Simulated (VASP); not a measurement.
# LiIn4 (P-3m1) in VASP: notebook, part 2 of 2

VASP 6.6.1.

**4. Relaxation of cell and atoms, PBE**

INCAR

```
PREC = Accurate
ENCUT = 600
EDIFF = 1E-6
ISMEAR = 0
SIGMA = 0.1
LREAL = F
LASPH = T
NELM = 100
ALGO = Normal
ISIF = 3
LWAVE = F
LCHARG = F
GGA = PE
IBRION = 2
NSW = 90
EDIFFG = -0.04
```

KPOINTS

```
regular mesh
0
Gamma
  6 6 2
```

POSCAR

```
LiIn4
1.0
    3.3148812900      0.0000000000      0.0000000000
   -1.6574406500      2.8707714100      0.0000000000
    0.0000000000      0.0000000000     10.6589390900
Li In
1 4
Direct
    0.0000000000      0.0000000000      0.0000000000
    0.3333333300      0.6666666700      0.8658552800
    0.3333333300      0.6666666700      0.3767953500
    0.6666666700      0.3333333300      0.1341447200
    0.6666666700      0.3333333300      0.6232046500
```

Started as:

```bash
cat potpaw_PBE.64/Li_sv/POTCAR potpaw_PBE.64/In_d/POTCAR > POTCAR
mpirun -np 1 vasp_std > vasp.out
```

Run time: 9.7 min. Hardware: 1 thread of Intel Xeon Platinum 8488C (Sapphire Rapids), shared host; peak memory 0.28 GiB.

Results (log left out):

```yaml
Free_energy: -12.5588 eV
Relaxed_volume: 25.38 Å³/atom
Relaxed_cell: a = 3.390 Å, b = 3.390 Å, c = 12.746 Å, α = 90.00°, β = 90.00°, γ = 120.00°
Space_group_after_relaxing_to_0.1_Å: P-3m1 (No. 164)
Energy_gained_by_relaxing: 394.7 meV/atom
Ionic_steps: 15
Pressure_after_relaxing: -0.2 GPa
Largest_force_after_relaxing: 0.014 eV/Å
Band_gap_on_the_k_mesh: zero (an odd number of electrons rules out a gap without spin polarisation)
```

Forces on the atoms (eV/Å):
```
Li   0.000  0.000  0.000
In   0.000  0.000  0.006
In   0.000  0.000  0.014
In   0.000  0.000 -0.006
In   0.000  0.000 -0.014
```

The path:
```csv
step,energy change (eV),largest force (eV/Å),pressure (GPa),volume (Å³)
1,0.0000,2.2610,13.54,101.43
2,-1.4107,1.0227,-0.01,128.66
3,-1.4442,0.8502,-1.43,135.55
4,-1.5967,0.7306,-1.17,132.89
5,-1.8050,0.4770,-0.26,126.92
6,-1.6369,0.2615,4.57,114.46
7,-1.8442,0.3169,0.45,124.11
8,-1.8444,0.2958,0.59,123.72
9,-1.8867,0.2453,0.04,125.60
10,-1.9246,0.2823,-0.84,129.62
11,-1.9572,0.2542,0.03,126.19
12,-1.9602,0.2224,0.39,124.95
13,-1.9726,0.0329,0.20,125.63
14,-1.9727,0.0275,0.19,125.69
15,-1.9737,0.0144,-0.17,126.88
```

Final structure:
```cif
data_structure
_symmetry_space_group_name_H-M 'P 1'
_symmetry_Int_Tables_number 1
_cell_length_a 3.3903
_cell_length_b 3.3903
_cell_length_c 12.7464
_cell_angle_alpha 90.000
_cell_angle_beta 90.000
_cell_angle_gamma 120.000
_cell_volume 126.88
loop_
_atom_site_label
_atom_site_type_symbol
_atom_site_fract_x
_atom_site_fract_y
_atom_site_fract_z
_atom_site_occupancy
Li1 Li 0.00000 0.00000 0.00000 1
In1 In 0.33333 0.66667 0.81964 1
In2 In 0.33333 0.66667 0.39453 1
In3 In 0.66667 0.33333 0.18036 1
In4 In 0.66667 0.33333 0.60547 1
```

Levels at points of the mesh, in eV from the Fermi level:
| k point | band 25 | band 26 | band 27 | band 28 | band 29 | band 30 |
| --- | --- | --- | --- | --- | --- | --- |
| (0.00, 0.00, 0.00) | -5.31 | -3.24 | 0.16 | 1.38 | 7.05 | 7.55 |
| (0.50, 0.00, 0.00) | -3.43 | -2.70 | -2.05 | -0.80 | -0.44 | 0.30 |
| (0.00, 0.00, 0.50) | -5.70 | -2.39 | -1.31 | 3.33 | 4.43 | 8.09 |
| (0.50, 0.00, 0.50) | -3.33 | -2.38 | -1.95 | -1.58 | -0.62 | 1.82 |

Caveat: the k points lie up to 0.36 Å⁻¹ apart in the final cell, too coarse for converged energies and pressures of a metal; the cutoff is under 1.25 times the usual one of these potentials, so pressure, stress and relaxed cells hold a basis-set (Pulay) error; the volume moved by over 15 % at a fixed basis, so the end points are rough; spin-orbit coupling is left out, which moves the levels of the heavy elements.

**5. Single point, PBE**

This run uses another cell than the first one, of 25.29 Å³/atom.

INCAR

```
PREC     = Accurate       # precision mode
ENCUT    = 520            # plane-wave cutoff, eV
EDIFF    = 1E-6           # SCF threshold, eV
ISMEAR   = 0              # smearing method
SIGMA    = 0.1            # smearing width, eV
LREAL    = F              # projectors in reciprocal space
LASPH    = T              # aspherical terms in the spheres
NELM     = 60             # most SCF steps
ALGO     = Fast           # electronic algorithm
ISIF     = 2              # what is computed and relaxed
LWAVE    = F              # write WAVECAR
LCHARG   = F              # write CHGCAR
GGA      = PE             # functional
NBANDS   = 36             # bands
```

KPOINTS

```
Automatic mesh
0
Gamma
  12 12 4
```

POSCAR

```
LiIn4
1.0
    3.3852639268      0.0000000000      0.0000000000
   -1.6926319634      2.9317245591      0.0000000000
    0.0000000000      0.0000000000     12.7414992975
Li In
1 4
Direct
    0.0000000000      0.0000000000      0.0000000000
    0.3333333333      0.6666666667      0.8187956686
    0.3333333333      0.6666666667      0.3930427787
    0.6666666667      0.3333333333      0.1812043314
    0.6666666667      0.3333333333      0.6069572213
```

Started as:

```bash
cat potpaw_PBE.64/Li_sv/POTCAR potpaw_PBE.64/In_d/POTCAR > POTCAR
mpirun -np 1 vasp_std > vasp.out
```

Run time: 12 min. Hardware: 1 thread of Intel Xeon Platinum 8488C (Sapphire Rapids), shared host; peak memory 0.42 GiB.

The run converged. Its results:

```yaml
Free_energy: -12.4749 eV
Band_gap_on_the_k_mesh: zero (an odd number of electrons rules out a gap without spin polarisation)
```

Forces in eV/Å, atoms in the order of the input:
```
Li   0.000  0.000  0.000
In   0.000  0.000  0.002
In   0.000  0.000 -0.002
In   0.000  0.000 -0.002
In   0.000  0.000  0.002
```

Levels at points of the mesh, in eV from the Fermi level:
| k point | band 23 | band 24 | band 25 | band 26 | band 27 | band 28 | band 29 | band 30 | band 31 | band 32 |
| --- | --- | --- | --- | --- | --- | --- | --- | --- | --- | --- |
| (0.00, 0.00, 0.00) | -8.37 | -7.29 | -5.36 | -3.29 | 0.09 | 1.37 | 6.99 | 7.51 | 8.11 | 8.11 |
| (0.50, 0.00, 0.00) | -3.99 | -3.87 | -3.48 | -2.77 | -2.09 | -0.85 | -0.49 | 0.28 | 2.42 | 3.99 |
| (0.00, 0.00, 0.50) | -8.47 | -7.06 | -5.74 | -2.44 | -1.36 | 3.35 | 4.33 | 8.10 | 8.10 | 8.55 |
| (0.50, 0.00, 0.50) | -4.19 | -3.86 | -3.41 | -2.44 | -1.98 | -1.63 | -0.65 | 1.79 | 1.90 | 3.38 |

Caveat: the cutoff is under 1.25 times the usual one of these potentials, so pressure, stress and relaxed cells hold a basis-set (Pulay) error; spin-orbit coupling is left out, which moves the levels of the heavy elements.

**6. Summary**

```tsv
task	cell	k mesh	cutoff (eV)	gap on the mesh (eV)	largest force (eV/Å)
single point	a = 3.315, b = 3.315, c = 10.659 Å, angles 90.0, 90.0, 120.0°, 5 atoms, atomic positions A	6 × 6 × 2	520	none	2.26
single point	a = 3.387, b = 3.387, c = 12.729 Å, angles 90.0, 90.0, 120.0°, 5 atoms, atomic positions B	6 × 6 × 2	520	none	0.01
relaxation of cell and atoms	relaxed from a = 3.315, b = 3.315, c = 10.659 Å, angles 90.0, 90.0, 120.0°, 5 atoms, atomic positions A	6 × 6 × 2	600	none	0.01
single point	a = 3.385, b = 3.385, c = 12.741 Å, angles 90.0, 90.0, 120.0°, 5 atoms, atomic positions C	12 × 12 × 4	520	none	-
```

Alike in all rows: level PBE; potentials or basis VASP PAW PBE potentials, release 64 (Li_sv, In_d); no spin polarisation; smearing gaussian 0.1 eV.

Caveats: some runs use coarse meshes; the cutoff is under 1.25 times the usual one of these potentials, so pressure, stress and relaxed cells hold a basis-set (Pulay) error; spin-orbit coupling is left out, which moves the levels of the heavy elements; forces of over 1 eV/Å act on the atoms, so gaps and moduli don't describe the material at rest (at least some runs); the volume moved by over 15 % at a fixed basis, so the end points are rough (at least some runs).

Absolute energies hang on the potentials; compare differences alone.
